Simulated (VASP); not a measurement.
The system is CuNi2.

```
Cu Ni
1.0
     0.00000    3.19171    3.19171
     3.19171    0.00000    3.19171
     3.19171    3.19171    0.00000
Cu Ni
2 4
Cartesian
  0.0000 0.0000 0.0000
  1.5959 1.5959 1.5959
  3.9896 3.9896 3.9896
  3.9896 2.3938 2.3938
  2.3938 2.3938 3.9896
  2.3938 3.9896 2.3938
```

```yaml
Program: VASP 6.6.1
Task: relaxation of cell and atoms
Functional: PBE
Potentials_or_basis: VASP PAW PBE potentials, release 64 (Cu, Ni)
Cutoff: 600 eV
k_mesh: 6 × 6 × 6
Occupations: gaussian, width 0.1 eV
Spin: no spin polarisation
```

At the start: pressure 15.9 GPa; volume 10.84 Å³/atom.

Question: Where does the relaxation end?

Answer: Over 5 steps the energy falls by 41.2 meV/atom and the volume is 11.71 Å³/atom (+8.1 %); space group Fd-3m (No. 227, to 0.1 Å) before and after.

Step by step:
```tsv
step	energy change (eV)	largest force (eV/Å)	pressure (GPa)	volume (Å³)
1	0.0000	0.0000	15.90	65.03
2	-0.0748	0.0000	-9.84	75.69
3	-0.2471	0.0000	-1.05	70.48
4	-0.2464	0.0000	0.84	70.11
5	-0.2470	0.0000	0.34	70.28
```

Final structure:
```cif
data_structure
_symmetry_space_group_name_H-M 'P 1'
_symmetry_Int_Tables_number 1
_cell_length_a 4.6321
_cell_length_b 4.6321
_cell_length_c 4.6321
_cell_angle_alpha 60.000
_cell_angle_beta 60.000
_cell_angle_gamma 60.000
_cell_volume 70.28
loop_
_atom_site_label
_atom_site_type_symbol
_atom_site_fract_x
_atom_site_fract_y
_atom_site_fract_z
_atom_site_occupancy
Cu1 Cu 0.00000 0.00000 0.00000 1
Cu2 Cu 0.25000 0.25000 0.25000 1
Ni1 Ni 0.62500 0.62500 0.62500 1
Ni2 Ni 0.12500 0.62500 0.62500 1
Ni3 Ni 0.62500 0.62500 0.12500 1
Ni4 Ni 0.62500 0.12500 0.62500 1
```
